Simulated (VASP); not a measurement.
# SnO (Fm-3m) in VASP: single point with PBE

Aim: the single point of SnO with PBE.

Program: VASP 6.6.1. These are calculated values, not measurements. Logs are shortened: lines on timing, memory, paths and dates and some standing lists are left out, and cuts for length are marked.

## 1. The cell of the first run

The structure is cubic, space group Fm-3m (No. 225). Conventional cell: a = 4.843 Å, b = 4.843 Å, c = 4.843 Å, α = 90.00°, β = 90.00°, γ = 90.00°. Within 3.2 Å of Sn (site symmetry m-3m) lie 6 O at 2.42 Å. O (site symmetry m-3m) has 6 Sn at 2.42 Å within 3.2 Å.

## 2. Single point, PBE

The input, INCAR:

```
SYSTEM = SnO
  PREC = Accurate
  ENCUT = 600
  EDIFF = 1E-6
  ISMEAR = 1
  SIGMA = 0.011
  LREAL = .FALSE.
  LASPH = .TRUE.
  NELM = 120
  ALGO = Normal
  ISIF = 2
  LWAVE = .FALSE.
  LCHARG = .TRUE.
  GGA = PE
  LELF = .TRUE.
  LVHAR = .TRUE.
  NBANDS = 17
  GGA_COMPAT = .FALSE.
```

The input, KPOINTS:

```
Automatic mesh
0
G
  9 9 9
  0 0 0
```

The input, POSCAR:

```
SnO
1.0
    0.0000000000      2.4213770000      2.4213770000
    2.4213770000      0.0000000000      2.4213770000
    2.4213770000      2.4213770000      0.0000000000
Sn O
1 1
Direct
    0.0000000000      0.0000000000      0.0000000000
    0.5000000000      0.5000000000      0.5000000000
```

Potentials or basis: VASP PAW PBE potentials, release 64 (Sn_d, O).

Command:

```bash
$ cat potpaw_PBE.64/Sn_d/POTCAR potpaw_PBE.64/O/POTCAR > POTCAR
$ mpirun -np 1 vasp_std > vasp.out
```

OUTCAR:

```text
SYSTEM = SnO
   PREC = Accurate
   ENCUT = 600
   EDIFF = 1E-6
   ISMEAR = 1
   LREAL = .FALSE.
   LASPH = .TRUE.
   NELM = 120
   ISIF = 2
   GGA = PE

 ion  position               nearest neighbor table
   1  0.000  0.000  0.000-   2 2.42   2 2.42   2 2.42   2 2.42   2 2.42   2 2.42
   2  0.500  0.500  0.500-   1 2.42   1 2.42   1 2.42   1 2.42   1 2.42   1 2.42

  LATTYP: Found a face centered cubic cell.
 ALAT       =     4.8427540000

  Lattice vectors:

 A1 = (   0.0000000000,   2.4213770000,   2.4213770000)
 A2 = (   2.4213770000,   0.0000000000,   2.4213770000)
 A3 = (   2.4213770000,   2.4213770000,   0.0000000000)

Analysis of symmetry for initial positions (statically):
=====================================================================
 Subroutine PRICEL returns:
 Original cell was already a primitive cell.

 Routine SETGRP: Setting up the symmetry group for a
 face centered cubic supercell.

 Subroutine GETGRP returns: Found 48 space group operations
 (whereof 48 operations were pure point group operations)
 out of a pool of 48 trial point group operations.

The static configuration has the point symmetry O_h .

Analysis of symmetry for dynamics (positions and initial velocities):
=====================================================================
 Subroutine PRICEL returns:
 Original cell was already a primitive cell.

 Routine SETGRP: Setting up the symmetry group for a
 face centered cubic supercell.

 Subroutine GETGRP returns: Found 48 space group operations
 (whereof 48 operations were pure point group operations)
 out of a pool of 48 trial point group operations.

The dynamic configuration has the point symmetry O_h .

 Subroutine INISYM returns: Found 48 space group operations
 (whereof 48 operations are pure point group operations),
 and found     1 'primitive' translations

----------------------------------------------------------------------------------------

                                     Primitive cell

  volume of cell :      28.3934

  direct lattice vectors                    reciprocal lattice vectors
     0.000000000  2.421377000  2.421377000    -0.206494073  0.206494073  0.206494073
     2.421377000  0.000000000  2.421377000     0.206494073 -0.206494073  0.206494073
     2.421377000  2.421377000  0.000000000     0.206494073  0.206494073 -0.206494073

  length of vectors
     3.424344193  3.424344193  3.424344193     0.357658227  0.357658227  0.357658227

  position of ions in fractional coordinates (direct lattice)
     0.000000000  0.000000000  0.000000000
     0.500000000  0.500000000  0.500000000

  ion indices of the primitive-cell ions
   primitive index   ion index
                 1           1
                 2           2

----------------------------------------------------------------------------------------

 KPOINTS: Automatic mesh

Automatic generation of k-mesh.
 Grid dimensions read from file:
 generate k-points for:    9    9    9

 Generating k-lattice:

  Cartesian coordinates                     Fractional coordinates (reciprocal lattice)
    -0.022943786  0.022943786  0.022943786     0.111111111  0.000000000  0.000000000
     0.022943786 -0.022943786  0.022943786     0.000000000  0.111111111  0.000000000
     0.022943786  0.022943786 -0.022943786     0.000000000  0.000000000  0.111111111

  Length of vectors
     0.039739803  0.039739803  0.039739803

  Shift w.r.t. Gamma in fractional coordinates (k-lattice)
     0.000000000  0.000000000  0.000000000

 Subroutine IBZKPT returns following result:
 ===========================================

 Found     35 irreducible k-points:

 Following reciprocal coordinates:
            Coordinates               Weight
  0.000000  0.000000  0.000000      1.000000
  0.111111  0.000000  0.000000      8.000000
  0.222222  0.000000  0.000000      8.000000
  0.333333  0.000000  0.000000      8.000000
  0.444444  0.000000  0.000000      8.000000
  0.111111  0.111111  0.000000      6.000000
[... 16 lines left out ...]
 -0.333333  0.333333  0.000000     12.000000
  0.444444  0.444444  0.000000      6.000000
 [... further k-points ...]
   k-points           NKPTS =     35   k-points in BZ     NKDIM =     35   number of bands    NBANDS=     17
   number of dos      NEDOS =    301   number of ions     NIONS =      2
   total plane-waves  NPLWV =  21952
   dimension x,y,z NGX =    28 NGY =   28 NGZ =   28
   dimension x,y,z NGXF=    56 NGYF=   56 NGZF=   56
   ions per type =               1   1
   NGX,Y,Z   is equivalent  to a cutoff of  13.59, 13.59, 13.59 a.u.
   NGXF,Y,Z  is equivalent  to a cutoff of  27.19, 27.19, 27.19 a.u.
 SYSTEM =  SnO
   PREC   = accura    normal or accurate (medium, high low for compatibility)
   ISTART =      0    job   : 0-new  1-cont  2-samecut
   ICHARG =      2    charge: 1-file 2-atom 10-const
   ISPIN  =      1    spin polarized calculation?
   LNONCOLLINEAR =      F non collinear calculations
   LSORBIT =      F    spin-orbit coupling
   LASPH  =      T    aspherical Exc in radial PAW
   ENCUT  =  600.0 eV  44.10 Ry    6.64 a.u.   6.84  6.84  6.84*2*pi/ulx,y,z
   NELM   =    120;   NELMIN=  2; NELMDL= -5     # of ELM steps
   EDIFF  = 0.1E-05   stopping-criterion for ELM
   LREAL  =      F    real-space projection
   EDIFFG = 0.1E-04   stopping-criterion for IOM
   NSW    =      0    number of steps for IOM
   IBRION =     -1    ionic relax: 0-MD 1-quasi-New 2-CG
   NFREE  =      0    steps in history (QN), initial steepest desc. (CG)
   ISIF   =      2    stress and relaxation
   ISYM   =      2    0-nonsym 1-usesym 2-fastsym
   POTIM  = 0.5000    time-step for ionic-motion
   TEBEG  =    0.0;   TEEND  =   0.0 temperature during run
   PSTRESS=    0.0 pullay stress
   NELECT =      20.0000    total number of electrons
   NUPDOWN=      -1.0000    fix difference up-down
   EMIN   =  10.00;   EMAX   =-10.00  energy-range for DOS
   EFERMI =   0.00;   METHOD = LEGACY
   ISMEAR =     1;   SIGMA  =   0.01  broadening in eV -4-tet -1-fermi 0-gaus
   EFERMI_NEDOS =   21; number of points for ismear=-14 and -15
   IALGO  =     38    algorithm
   IMIX   =      4    mixing-type and parameters
     AMIX     =   0.40;   BMIX     =  1.00
     AMIX_MAG =   1.60;   BMIX_MAG =  1.00
  volume/ion in A,a.u.               =      14.20        95.80
  Fermi-wavevector in a.u.,A,eV,Ry     =   1.456618  2.752609 28.867981  2.121737
  Thomas-Fermi vector in A             =   2.573515
   LORBIT       =      0    0 simple, 1 ext, 2 COOP (PROOUT), +10 PAW based schemes
   GGA     = PE    functional components
   LHFCALC =     F    Hartree Fock is set to
   AEXX    =    0.0000 exact exchange contribution
   IVDW    =     0    specifies the selected vdW correction
   LEPSILON=     F    determine dielectric tensor
   LRPA    =     F    only Hartree local field effects (RPA)
 non-spin polarized calculation
 Methfessel and Paxton  Order N= 1 SIGMA  =   0.01
  energy-cutoff  :      600.00
  volume of cell :       28.39
 maximum number of plane-waves:       958
   NGX = 13   NGY = 13   NGZ = 13

 number of electron      19.9999996 magnetization

 Free energy of the ion-electron system (eV)
  ---------------------------------------------------
  ext. energy  EPLUGINS =         0.00000000
  ---------------------------------------------------
  free energy    TOTEN  =       -10.16438390 eV

  energy without entropy =      -10.16438390  energy(sigma->0) =      -10.16438390

 E-fermi :  10.1704     XC(G=0): -11.5856

 val. band max:       10.0489215208   @ k =  -0.3333   0.2222   0.0000
 cond. band min:      10.6693424422   @ k =  -0.3333   0.2222   0.0000
 fundamental gap:      0.6204209213
 Fermi energy:        10.1704369776

 k-point     1 :       0.0000    0.0000    0.0000
  band No.  band energies     occupation
      1     -11.7609      2.00000
      2     -11.7609      2.00000
      3     -11.7609      2.00000
      4     -11.6720      2.00000
      5     -11.6720      2.00000
      6     -10.0696      2.00000
[... 9 lines left out ...]
     16      20.2833      0.00000
     17      20.2833      0.00000

 k-point     2 :       0.1111    0.0000    0.0000
  band No.  band energies     occupation
      1     -11.7608      2.00000
      2     -11.7524      2.00000
      3     -11.7524      2.00000
      4     -11.6755      2.00000
      5     -11.6755      2.00000
      6      -9.9764      2.00000
[... 9 lines left out ...]
     16      20.9435      0.00000
     17      23.1076      0.00000

 k-point     3 :       0.2222    0.0000    0.0000
  band No.  band energies     occupation
      1     -11.7617      2.00000
      2     -11.7442      2.00000
      3     -11.7442      2.00000
      4     -11.6711      2.00000
      5     -11.6711      2.00000
      6      -9.7275      2.00000
[... 9 lines left out ...]
     16      22.0147      0.00000
     17      25.7916      0.00000

 k-point     4 :       0.3333    0.0000    0.0000
  band No.  band energies     occupation
      1     -11.7642      2.00000
      2     -11.7561      2.00000
      3     -11.7561      2.00000
      4     -11.6443      2.00000
      5     -11.6443      2.00000
      6      -9.4189      2.00000
[... 9 lines left out ...]
     16      23.3387      0.00000
     17      26.1147      0.00000
[... 343 lines left out ...]
      1     -12.0931      2.00000
      2     -11.7902      2.00000
      3     -11.6548      2.00000
      4     -11.6455      2.00000
      5     -11.6138      2.00000
      6      -8.4562      2.00000
[... 9 lines left out ...]
     16      26.6606      0.00000
     17      27.3324      0.00000

 k-point    23 :      -0.3333    0.3333    0.0000
  band No.  band energies     occupation
      1     -12.0082      2.00000
      2     -11.7469      2.00000
      3     -11.6804      2.00000
      4     -11.6775      2.00000
      5     -11.6384      2.00000
      6      -8.5800      2.00000
[... 9 lines left out ...]
     16      25.6819      0.00000
     17      27.5840      0.00000

 k-point    24 :       0.4444    0.4444    0.0000
  band No.  band energies     occupation
      1     -12.1963      2.00000
      2     -11.8365      2.00000
      3     -11.6089      2.00000
      4     -11.6066      2.00000
      5     -11.6066      2.00000
      6      -8.3370      2.00000
[... 9 lines left out ...]
     16      28.6538      0.00000
     17      31.4958      0.00000

 [... further k-points ...]

------------------------ aborting loop because EDIFF is reached ----------------------------------------

  FORCE on cell =-STRESS in cart. coord.  units (eV):
  Direction    XX          YY          ZZ          XY          YZ          ZX
  --------------------------------------------------------------------------------------
  -------------------------------------------------------------------------------------
  Total        3.9881500      3.9881500      3.9881500     -0.0000000     -0.0000000      0.0000000
  in kB      225.0426481    225.0426481    225.0426481     -0.0000000     -0.0000000      0.0000000
  external PRESSURE =     225.0426481 kB  Pullay stress =       0.0000000 kB

 VOLUME and BASIS-vectors are now :
 -----------------------------------------------------------------------------
  energy-cutoff  :      600.00
  volume of cell :       28.39
      direct lattice vectors                 reciprocal lattice vectors
     0.000000000  2.421377000  2.421377000    -0.206494073  0.206494073  0.206494073
     2.421377000  0.000000000  2.421377000     0.206494073 -0.206494073  0.206494073
     2.421377000  2.421377000  0.000000000     0.206494073  0.206494073 -0.206494073

 POSITION                                       TOTAL-FORCE (eV/Angst)
 -----------------------------------------------------------------------------------
      0.00000      0.00000      0.00000         0.000000      0.000000     -0.000000
      2.42138      2.42138      2.42138         0.000000      0.000000      0.000000
 -----------------------------------------------------------------------------------
    total drift:                                0.000000      0.000000      0.000000

  FREE ENERGIE OF THE ION-ELECTRON SYSTEM (eV)
  ---------------------------------------------------
  free  energy   TOTEN  =       -10.1643839035 eV

  energy  without entropy=      -10.1643839035  energy(sigma->0) =      -10.16438390
```

Run time: 49 s. Hardware: 1 thread of Intel Xeon 8259CL, shared host; peak memory 0.17 GiB.

What came out:

* Free energy: -10.1644 eV
* Pressure: 22.5 GPa
* Band gap on the k mesh: 0.62 eV

Caveat: the cell stands under pressure; spin-orbit coupling is left out, which moves the levels of the heavy elements; an odd mesh through Γ misses points on the zone boundary, where band edges can lie.
